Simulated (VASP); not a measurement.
# Ge (Fd-3m) in VASP: single point with LDA

Aim: the single point of Ge with LDA.

All numbers are computed with VASP 6.6.1; they aren't measurements. Logs are shortened: lines on timing, memory, paths and dates and some standing lists are left out, and cuts for length are marked.

## (1) The cell of the first run

The structure is cubic, space group Fd-3m (No. 227). Conventional cell: a = 5.622 Å, b = 5.622 Å, c = 5.622 Å, α = 90.00°, β = 90.00°, γ = 90.00°. Within 3.2 Å of Ge (site symmetry -43m) lie 4 Ge at 2.43 Å.

## (2) Single point, LDA

Contents of INCAR:

```
PREC = Accurate
ENCUT = 520
EDIFF = 1E-6
ISMEAR = 0
SIGMA = 0.05
LREAL = False
LASPH = True
NELM = 80
ALGO = Normal
ISIF = 2
LWAVE = False
LCHARG = True
LELF = True
LVHAR = True
NBANDS = 66
```

Contents of KPOINTS:

```
regular mesh
0
Gamma
  8 8 8
```

Contents of POSCAR:

```
Ge
1.0
    5.6218000000      0.0000000000      0.0000000000
    0.0000000000      5.6218000000      0.0000000000
    0.0000000000      0.0000000000      5.6218000000
Ge
8
Direct
    0.0000000000      0.0000000000      0.0000000000
    0.0000000000      0.5000000000      0.5000000000
    0.5000000000      0.0000000000      0.5000000000
    0.5000000000      0.5000000000      0.0000000000
    0.2500000000      0.2500000000      0.2500000000
    0.2500000000      0.7500000000      0.7500000000
    0.7500000000      0.2500000000      0.7500000000
    0.7500000000      0.7500000000      0.2500000000
```

Potentials or basis: VASP PAW LDA potentials, release 64 (Ge_d).

Command:

```sh
$ cat potpaw_LDA.64/Ge_d/POTCAR > POTCAR
$ mpirun -np 1 vasp_std > vasp.out
```

OUTCAR:

```text
PREC = Accurate
   ENCUT = 520
   EDIFF = 1E-6
   ISMEAR = 0
   LREAL = False
   LASPH = True
   NELM = 80
   ISIF = 2

 ion  position               nearest neighbor table
   1  0.000  0.000  0.000-   5 2.43   6 2.43   7 2.43   8 2.43
   2  0.000  0.500  0.500-   5 2.43   6 2.43   7 2.43   8 2.43
   3  0.500  0.000  0.500-   5 2.43   6 2.43   7 2.43   8 2.43
   4  0.500  0.500  0.000-   5 2.43   6 2.43   7 2.43   8 2.43
   5  0.250  0.250  0.250-   1 2.43   2 2.43   3 2.43   4 2.43
   6  0.250  0.750  0.750-   1 2.43   2 2.43   3 2.43   4 2.43
   7  0.750  0.250  0.750-   1 2.43   2 2.43   3 2.43   4 2.43
   8  0.750  0.750  0.250-   1 2.43   2 2.43   3 2.43   4 2.43

  LATTYP: Found a simple cubic cell.
 ALAT       =     5.6218000000

  Lattice vectors:

 A1 = (   5.6218000000,   0.0000000000,   0.0000000000)
 A2 = (   0.0000000000,   5.6218000000,   0.0000000000)
 A3 = (   0.0000000000,   0.0000000000,   5.6218000000)

Analysis of symmetry for initial positions (statically):
=====================================================================
 Subroutine PRICEL returns following result:

  LATTYP: Found a face centered cubic cell.
 ALAT       =     5.6218000000

  Lattice vectors:

 A1 = (   2.8109000000,  -2.8109000000,   0.0000000000)
 A2 = (   2.8109000000,   0.0000000000,   2.8109000000)
 A3 = (   0.0000000000,  -2.8109000000,   2.8109000000)

   4 primitive cells build up your supercell.

 Routine SETGRP: Setting up the symmetry group for a
 simple cubic supercell.

 Subroutine GETGRP returns: Found 48 space group operations
 (whereof 24 operations were pure point group operations)
 out of a pool of 48 trial point group operations.

The static configuration has the point symmetry T_d .
 The point group associated with its full space group is O_h .

Analysis of symmetry for dynamics (positions and initial velocities):
=====================================================================
 Subroutine PRICEL returns following result:

  LATTYP: Found a face centered cubic cell.
 ALAT       =     5.6218000000

  Lattice vectors:

 A1 = (   2.8109000000,  -2.8109000000,   0.0000000000)
 A2 = (   2.8109000000,   0.0000000000,   2.8109000000)
 A3 = (   0.0000000000,  -2.8109000000,   2.8109000000)

   4 primitive cells build up your supercell.

[... 110 lines left out ...]
   EDIFFG = 0.1E-04   stopping-criterion for IOM
   NSW    =      0    number of steps for IOM
   IBRION =     -1    ionic relax: 0-MD 1-quasi-New 2-CG
   NFREE  =      0    steps in history (QN), initial steepest desc. (CG)
   ISIF   =      2    stress and relaxation
   ISYM   =      2    0-nonsym 1-usesym 2-fastsym
   POTIM  = 0.5000    time-step for ionic-motion
   TEBEG  =    0.0;   TEEND  =   0.0 temperature during run
   PSTRESS=    0.0 pullay stress
   NELECT =     112.0000    total number of electrons
   NUPDOWN=      -1.0000    fix difference up-down
   EMIN   =  10.00;   EMAX   =-10.00  energy-range for DOS
   EFERMI =   0.00;   METHOD = LEGACY
   ISMEAR =     0;   SIGMA  =   0.05  broadening in eV -4-tet -1-fermi 0-gaus
   EFERMI_NEDOS =   21; number of points for ismear=-14 and -15
   IALGO  =     38    algorithm
   IMIX   =      4    mixing-type and parameters
     AMIX     =   0.40;   BMIX     =  1.00
     AMIX_MAG =   1.60;   BMIX_MAG =  1.00
  volume/ion in A,a.u.               =      22.21       149.88
  Fermi-wavevector in a.u.,A,eV,Ry     =   1.403693  2.652595 26.808292  1.970354
  Thomas-Fermi vector in A             =   2.526329
   LORBIT       =      0    0 simple, 1 ext, 2 COOP (PROOUT), +10 PAW based schemes
   GGA     = CA    functional components
   LHFCALC =     F    Hartree Fock is set to
   AEXX    =    0.0000 exact exchange contribution
   IVDW    =     0    specifies the selected vdW correction
   LEPSILON=     F    determine dielectric tensor
   LRPA    =     F    only Hartree local field effects (RPA)
 non-spin polarized calculation
 Gauss-broadening in eV      SIGMA  =   0.05
  energy-cutoff  :      520.00
  volume of cell :      177.67
 maximum number of plane-waves:      4828
 NGX is ok and might be reduce to    42
   NGX = 21   NGY = 21   NGZ = 21

 number of electron     111.9999766 magnetization

 Free energy of the ion-electron system (eV)
  ---------------------------------------------------
  ext. energy  EPLUGINS =         0.00000000
  ---------------------------------------------------
  free energy    TOTEN  =       -41.56804347 eV

  energy without entropy =      -41.56787258  energy(sigma->0) =      -41.56795802

 E-fermi :   4.9441     XC(G=0): -10.3793

 val. band max:        4.9429214155   @ k =   0.0000   0.0000   0.0000
 cond. band min:       5.0365656816   @ k =   0.5000   0.5000   0.5000
 fundamental gap:      0.0936442661
 Fermi energy:         4.9441272449

 k-point     1 :       0.0000    0.0000    0.0000
  band No.  band energies     occupation
      1     -20.0918      2.00000
      2     -20.0918      2.00000
      3     -20.0918      2.00000
      4     -20.0918      2.00000
      5     -20.0918      2.00000
      6     -20.0918      2.00000
[... 1645 lines left out ...]
     65       9.6440      0.00000
     66       9.6448      0.00000

 [... further k-points ...]

------------------------ aborting loop because EDIFF is reached ----------------------------------------

  FORCE on cell =-STRESS in cart. coord.  units (eV):
  Direction    XX          YY          ZZ          XY          YZ          ZX
  --------------------------------------------------------------------------------------
  -------------------------------------------------------------------------------------
  Total        0.1544342      0.1544342      0.1544342      0.0000000      0.0000000     -0.0000000
  in kB        1.3926051      1.3926051      1.3926051      0.0000000      0.0000000     -0.0000000
  external PRESSURE =       1.3926051 kB  Pullay stress =       0.0000000 kB

 VOLUME and BASIS-vectors are now :
 -----------------------------------------------------------------------------
  energy-cutoff  :      520.00
  volume of cell :      177.67
      direct lattice vectors                 reciprocal lattice vectors
     5.621800000  0.000000000  0.000000000     0.177878971  0.000000000  0.000000000
     0.000000000  5.621800000  0.000000000     0.000000000  0.177878971  0.000000000
     0.000000000  0.000000000  5.621800000     0.000000000  0.000000000  0.177878971

 POSITION                                       TOTAL-FORCE (eV/Angst)
 -----------------------------------------------------------------------------------
      0.00000      0.00000      0.00000        -0.000000     -0.000000     -0.000000
      0.00000      2.81090      2.81090         0.000000      0.000000      0.000000
      2.81090      0.00000      2.81090         0.000000     -0.000000     -0.000000
      2.81090      2.81090      0.00000         0.000000     -0.000000     -0.000000
      1.40545      1.40545      1.40545        -0.000000      0.000000      0.000000
      1.40545      4.21635      4.21635        -0.000000      0.000000     -0.000000
      4.21635      1.40545      4.21635         0.000000      0.000000     -0.000000
      4.21635      4.21635      1.40545         0.000000     -0.000000      0.000000
 -----------------------------------------------------------------------------------
    total drift:                                0.000000      0.000000     -0.000000

  FREE ENERGIE OF THE ION-ELECTRON SYSTEM (eV)
  ---------------------------------------------------
  free  energy   TOTEN  =       -41.5680434716 eV

  energy  without entropy=      -41.5678725779  energy(sigma->0) =      -41.56795802
```

Wall time 7.7 min (1 thread of Intel Xeon 8259CL, shared host); peak memory 0.39 GiB.

What came out:

```yaml
Free_energy: -41.5680 eV
Pressure: 0.1 GPa
```

Levels at points of the mesh, in eV from the Fermi level:
| k point | band 53 | band 54 | band 55 | band 56 | band 57 | band 58 | band 59 | band 60 |
| --- | --- | --- | --- | --- | --- | --- | --- | --- |
| (0.00, 0.00, 0.00) | -3.18 | -0.03 | -0.03 | -0.03 | 0.00 | 0.61 | 0.61 | 0.61 |
| (0.50, 0.00, 0.00) | -2.12 | -2.12 | -2.12 | -2.12 | 0.89 | 0.89 | 2.67 | 2.67 |
| (0.50, 0.50, 0.00) | -1.57 | -1.57 | -1.57 | -1.57 | 1.89 | 1.89 | 1.89 | 1.89 |
| (0.50, 0.50, 0.50) | -1.47 | -1.47 | -1.47 | -1.47 | 0.09 | 0.09 | 0.09 | 0.09 |
